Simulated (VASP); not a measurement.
# YHg (Pm-3m) in VASP: single point with LDA

Aim: the single point of YHg with LDA.

All numbers are computed with VASP 6.6.1; they aren't measurements. Logs are shortened: lines on timing, memory, paths and dates and some standing lists are left out, and cuts for length are marked.

## (1) The cell of the first run

It takes space group Pm-3m (No. 221, cubic). The conventional cell has a = 3.680 Å, b = 3.680 Å, c = 3.680 Å, α = 90.00°, β = 90.00°, γ = 90.00°. Within 4.2 Å of Y (site symmetry m-3m) lie 8 Hg at 3.19 Å and 6 Y at 3.68 Å. Hg (site symmetry m-3m) has 8 Y at 3.19 Å and 6 Hg at 3.68 Å within 4.2 Å.

## (2) Single point, LDA

INCAR

```
SYSTEM = YHg
  ALGO = Normal
  EDIFF = 1E-7
  ENCUT = 520
  ISIF = 2
  ISMEAR = -1
  LASPH = .TRUE.
  LCHARG = .FALSE.
  LREAL = .FALSE.
  LWAVE = .FALSE.
  NBANDS = 18
  NELM = 100
  PREC = Accurate
  SIGMA = 0.15
```

KPOINTS

```
k-points
0
G
  6 6 6
  0 0 0
```

POSCAR

```
YHg
1.0
    3.6800000000      0.0000000000      0.0000000000
    0.0000000000      3.6800000000      0.0000000000
    0.0000000000      0.0000000000      3.6800000000
Y Hg
1 1
Direct
    0.5000000000      0.5000000000      0.5000000000
    0.0000000000      0.0000000000      0.0000000000
```

Potentials or basis: VASP PAW LDA potentials, release 64 (Y_sv, Hg).

Command:

```bash
cat potpaw_LDA.64/Y_sv/POTCAR potpaw_LDA.64/Hg/POTCAR > POTCAR
mpirun -np 1 vasp_std > vasp.out
```

OUTCAR:

```text
SYSTEM = YHg
   EDIFF = 1E-7
   ENCUT = 520
   ISIF = 2
   ISMEAR = -1
   LASPH = .TRUE.
   LREAL = .FALSE.
   NELM = 100
   PREC = Accurate

 ion  position               nearest neighbor table
   1  0.500  0.500  0.500-   2 3.19   2 3.19   2 3.19   2 3.19   2 3.19   2 3.19   2 3.19   2 3.19

   2  0.000  0.000  0.000-   1 3.19   1 3.19   1 3.19   1 3.19   1 3.19   1 3.19   1 3.19   1 3.19

  LATTYP: Found a simple cubic cell.
 ALAT       =     3.6800000000

  Lattice vectors:

 A1 = (   3.6800000000,   0.0000000000,   0.0000000000)
 A2 = (   0.0000000000,   3.6800000000,   0.0000000000)
 A3 = (   0.0000000000,   0.0000000000,   3.6800000000)

Analysis of symmetry for initial positions (statically):
=====================================================================
 Subroutine PRICEL returns:
 Original cell was already a primitive cell.

 Routine SETGRP: Setting up the symmetry group for a
 simple cubic supercell.

 Subroutine GETGRP returns: Found 48 space group operations
 (whereof 48 operations were pure point group operations)
 out of a pool of 48 trial point group operations.

The static configuration has the point symmetry O_h .

Analysis of symmetry for dynamics (positions and initial velocities):
=====================================================================
 Subroutine PRICEL returns:
 Original cell was already a primitive cell.

 Routine SETGRP: Setting up the symmetry group for a
 simple cubic supercell.

 Subroutine GETGRP returns: Found 48 space group operations
 (whereof 48 operations were pure point group operations)
 out of a pool of 48 trial point group operations.

The dynamic configuration has the point symmetry O_h .

 Subroutine INISYM returns: Found 48 space group operations
 (whereof 48 operations are pure point group operations),
 and found     1 'primitive' translations

----------------------------------------------------------------------------------------

                                     Primitive cell

  volume of cell :      49.8360

  direct lattice vectors                    reciprocal lattice vectors
     3.680000000  0.000000000  0.000000000     0.271739130  0.000000000  0.000000000
     0.000000000  3.680000000  0.000000000     0.000000000  0.271739130  0.000000000
     0.000000000  0.000000000  3.680000000     0.000000000  0.000000000  0.271739130

  length of vectors
     3.680000000  3.680000000  3.680000000     0.271739130  0.271739130  0.271739130

[... 72 lines left out ...]
   LASPH  =      T    aspherical Exc in radial PAW
   ENCUT  =  520.0 eV  38.22 Ry    6.18 a.u.   6.84  6.84  6.84*2*pi/ulx,y,z
   NELM   =    100;   NELMIN=  2; NELMDL= -5     # of ELM steps
   EDIFF  = 0.1E-06   stopping-criterion for ELM
   LREAL  =      F    real-space projection
   EDIFFG = 0.1E-05   stopping-criterion for IOM
   NSW    =      0    number of steps for IOM
   IBRION =     -1    ionic relax: 0-MD 1-quasi-New 2-CG
   NFREE  =      0    steps in history (QN), initial steepest desc. (CG)
   ISIF   =      2    stress and relaxation
   ISYM   =      2    0-nonsym 1-usesym 2-fastsym
   POTIM  = 0.5000    time-step for ionic-motion
   TEBEG  =    0.0;   TEEND  =   0.0 temperature during run
   PSTRESS=    0.0 pullay stress
   NELECT =      23.0000    total number of electrons
   NUPDOWN=      -1.0000    fix difference up-down
   EMIN   =  10.00;   EMAX   =-10.00  energy-range for DOS
   EFERMI =   0.00;   METHOD = LEGACY
   ISMEAR =    -1;   SIGMA  =   0.15  broadening in eV -4-tet -1-fermi 0-gaus
   EFERMI_NEDOS =   21; number of points for ismear=-14 and -15
   IALGO  =     38    algorithm
   IMIX   =      4    mixing-type and parameters
     AMIX     =   0.40;   BMIX     =  1.00
     AMIX_MAG =   1.60;   BMIX_MAG =  1.00
  volume/ion in A,a.u.               =      24.92       168.16
  Fermi-wavevector in a.u.,A,eV,Ry     =   1.265133  2.390755 21.776972  1.600562
  Thomas-Fermi vector in A             =   2.398402
   LORBIT       =      0    0 simple, 1 ext, 2 COOP (PROOUT), +10 PAW based schemes
   GGA     = CA    functional components
   LHFCALC =     F    Hartree Fock is set to
   AEXX    =    0.0000 exact exchange contribution
   IVDW    =     0    specifies the selected vdW correction
   LEPSILON=     F    determine dielectric tensor
   LRPA    =     F    only Hartree local field effects (RPA)
 non-spin polarized calculation
  energy-cutoff  :      520.00
  volume of cell :       49.84
 maximum number of plane-waves:      1376
 NGX is ok and might be reduce to    28
   NGX = 13   NGY = 13   NGZ = 13

 number of electron      23.0000002 magnetization

 Free energy of the ion-electron system (eV)
  ---------------------------------------------------
  ext. energy  EPLUGINS =         0.00000000
  ---------------------------------------------------
  free energy    TOTEN  =        -9.27054240 eV

  energy without entropy =       -9.13607401  energy(sigma->0) =       -9.20330821

 E-fermi :   3.8637     XC(G=0): -10.8752

 val. band max:        3.8326823758   @ k =   0.1667   0.0000   0.0000
 cond. band min:       3.8681011949   @ k =   0.5000   0.3333   0.0000
 fundamental gap:      0.0354188191
 Fermi energy:         3.8636732163

 k-point     1 :       0.0000    0.0000    0.0000
  band No.  band energies     occupation
      1     -39.0090      2.00000
      2     -19.0165      2.00000
      3     -19.0165      2.00000
      4     -19.0165      2.00000
      5      -4.1602      2.00000
      6      -3.9553      2.00000
[... 397 lines left out ...]
      5      -3.6960      2.00000
      6      -3.6960      2.00000
[... 10 lines left out ...]
     17       9.3343      0.00000
     18       9.3343      0.00000

------------------------ aborting loop because EDIFF is reached ----------------------------------------

  FORCE on cell =-STRESS in cart. coord.  units (eV):
  Direction    XX          YY          ZZ          XY          YZ          ZX
  --------------------------------------------------------------------------------------
  -------------------------------------------------------------------------------------
  Total       -1.0278468     -1.0278468     -1.0278468     -0.0000000      0.0000000     -0.0000000
  in kB      -33.0442207    -33.0442207    -33.0442207     -0.0000000      0.0000000     -0.0000000
  external PRESSURE =     -33.0442207 kB  Pullay stress =       0.0000000 kB

 VOLUME and BASIS-vectors are now :
 -----------------------------------------------------------------------------
  energy-cutoff  :      520.00
  volume of cell :       49.84
      direct lattice vectors                 reciprocal lattice vectors
     3.680000000  0.000000000  0.000000000     0.271739130  0.000000000  0.000000000
     0.000000000  3.680000000  0.000000000     0.000000000  0.271739130  0.000000000
     0.000000000  0.000000000  3.680000000     0.000000000  0.000000000  0.271739130

 POSITION                                       TOTAL-FORCE (eV/Angst)
 -----------------------------------------------------------------------------------
      1.84000      1.84000      1.84000         0.000000      0.000000      0.000000
      0.00000      0.00000      0.00000         0.000000      0.000000      0.000000
 -----------------------------------------------------------------------------------
    total drift:                               -0.000000      0.000000      0.000000

  FREE ENERGIE OF THE ION-ELECTRON SYSTEM (eV)
  ---------------------------------------------------
  free  energy   TOTEN  =        -9.2705423983 eV

  energy  without entropy=       -9.1360740134  energy(sigma->0) =       -9.20330821
```

OSZICAR:

```text
N       E                     dE             d eps       ncg     rms          rms(c)
DAV:   1     0.134361069889E+03    0.13436E+03   -0.11752E+04   728   0.121E+03
DAV:   2    -0.358844312153E+01   -0.13795E+03   -0.13371E+03   762   0.302E+02
DAV:   3    -0.962522382937E+01   -0.60368E+01   -0.59903E+01  1124   0.527E+01
DAV:   4    -0.978948184390E+01   -0.16426E+00   -0.16402E+00   896   0.598E+00
DAV:   5    -0.979090446060E+01   -0.14226E-02   -0.14220E-02   912   0.545E-01    0.293E+01
DAV:   6    -0.936148041527E+01    0.42942E+00   -0.71584E-01   816   0.742E+00    0.177E+01
DAV:   7    -0.927779691892E+01    0.83683E-01   -0.46675E-01   840   0.410E+00    0.265E+00
DAV:   8    -0.927183561927E+01    0.59613E-02   -0.30082E-02   792   0.126E+00    0.437E-01
DAV:   9    -0.927054637009E+01    0.12892E-02   -0.76696E-03   884   0.602E-01    0.978E-02
DAV:  10    -0.927054217414E+01    0.41960E-05   -0.29661E-04   818   0.961E-02    0.189E-02
DAV:  11    -0.927054229324E+01   -0.11910E-06   -0.80104E-06   880   0.202E-02    0.972E-03
DAV:  12    -0.927054240920E+01   -0.11596E-06   -0.68539E-07   938   0.553E-03    0.930E-03
DAV:  13    -0.927054239828E+01    0.10923E-07   -0.19939E-07   706   0.311E-03
   1 F= -.92705424E+01 E0= -.92033082E+01  d E =-.134468E+00
```

Wall time 13 s (1 thread of Intel Xeon Platinum 8259CL at 2.50GHz (Skylake/Cascade Lake), shared host); peak memory 0.16 GiB.

Results:

- Free energy: -9.2705 eV
- Pressure: -3.3 GPa

Levels at points of the mesh, in eV from the Fermi level:
```
           k point  band 8  band 9  band 10  band 11  band 12  band 13  band 14  band 15
(0.00, 0.00, 0.00)   -7.24   -7.24    -7.24     0.26     0.26     3.82     3.82     3.82
(0.50, 0.00, 0.00)   -7.35   -7.18    -5.02    -3.64     0.02     1.03     1.03     3.57
(0.50, 0.50, 0.00)   -7.50   -6.83    -4.59    -0.52    -0.52     0.52     2.87     2.87
(0.50, 0.50, 0.50)   -6.82   -6.82    -2.01    -2.01    -2.01    -1.99     4.89     4.89
```

Caveat: spin-orbit coupling is left out, which moves the levels of the heavy elements.
